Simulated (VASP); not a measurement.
Write the native input for VASP 6.6.1 that does the following.

```
Task                   : relaxation of cell and atoms
Functional             : PBE
Potentials or basis    : VASP PAW PBE potentials, release 64 (Ta_pv, Mo_sv, Au)
Cutoff                 : 600 eV
k mesh                 : 14 × 14 × 10
Occupations            : gaussian, width 0.1 eV
Spin                   : no spin polarisation
Dipole correction      : no
Further INCAR settings : ALGO = Normal; EDIFF = 1e-07; IBRION = 2; EDIFFG = -0.01; NSW = 100; ISIF = 3
```

The structure of TaMoAu lies in POSCAR:

```
TaMoAu
1.0
    3.5793693628      0.0000000000      0.0000000000
    0.0000000000      3.5793693628      0.0000000000
    0.0000000000      0.0000000000      5.3046477341
Ta Mo Au
1 1 1
Direct
    0.5000000000      0.5000000000      0.5000000000
    0.0000000000      0.0000000000      0.5000000000
    0.0000000000      0.0000000000      0.0000000000
```

One way to write it, as run:

INCAR

```
SYSTEM = TaMoAu
  PREC = Accurate
  ENCUT = 600
  EDIFF = 1E-7
  ISMEAR = 0
  SIGMA = 0.1
  LREAL = .FALSE.
  LASPH = .TRUE.
  NELM = 100
  ALGO = Normal
  ISIF = 3
  LWAVE = .FALSE.
  LCHARG = .FALSE.
  GGA = PE
  IBRION = 2
  NSW = 100
  EDIFFG = -0.01
```

KPOINTS

```
Automatic mesh
0
G
  14 14 10
  0 0 0
```

Potentials or basis: VASP PAW PBE potentials, release 64 (Ta_pv, Mo_sv, Au).

Run with:

```sh
$ cat potpaw_PBE.64/Ta_pv/POTCAR potpaw_PBE.64/Mo_sv/POTCAR potpaw_PBE.64/Au/POTCAR > POTCAR
$ mpirun -np 1 vasp_std > vasp.out
```

It gave:

```
Energy gained by relaxing : 0.0 meV/atom
Ionic steps               : 4
Pressure after relaxing   : 0.0 GPa
Band gap on the k mesh    : zero (band 18 reaches 6.76 eV, above the bottom of band 19 at 4.23 eV)
```

Caveat: spin-orbit coupling is left out, which moves the levels of the heavy elements.

Run time: 8 min on 1 thread of AMD EPYC 9R45 96-Core Processor (Zen 5) (shared host), peak memory 0.54 GiB.
